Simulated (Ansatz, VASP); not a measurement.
**Two plane-wave programs on ZnSe**

```
CELL_PARAMETERS angstrom
0.00000 3.08981 2.63051
2.63051 0.00000 2.63051
2.63051 3.08981 0.00000
ATOMIC_POSITIONS crystal
Zn 0.00000 0.00000 0.00000
Se 0.75000 0.75000 0.75000
```

Change from the starting cell: strain +e along x and -e along y +0.0000, strain +e along z and -e/2 along x and y +0.1100.

Alike in both runs: task single point; functional LDA; k mesh 8 × 8 × 8; occupations gaussian, width 0.05 eV; no spin polarisation.

```csv
,VASP,Ansatz
version,VASP 6.6.1,Ansatz 0.2.0
potentials or method,"VASP PAW LDA potentials, release 64 (Zn, Se), cutoff 520 eV","scalar-relativistic, plane waves, PAW"
valence electrons in the cell,18,28
```

Ansatz gave:

```
gap on the k mesh at the Fermi level (eV)                     : 0.88
least direct gap on the mesh (eV)                             : 0.88
pressure (GPa)                                                : 0.1
traceless stress, the component that is largest in VASP (GPa) : -5.53
```

What did VASP give for the same quantities?

gap on the k mesh at the Fermi level (eV): 0.92; least direct gap on the mesh (eV): 0.92; pressure (GPa): 0.5; traceless stress, the component that is largest in VASP (GPa): -5.49.

Ansatz warns that its potentials were made for another functional, while VASP's fit it. LDA's correlation is that of Perdew and Zunger in VASP and of Perdew and Wang (1992) in Ansatz. VASP's potentials hold 18 valence electrons a cell and Ansatz's 28, so a difference there can come from the potentials and not from the codes.
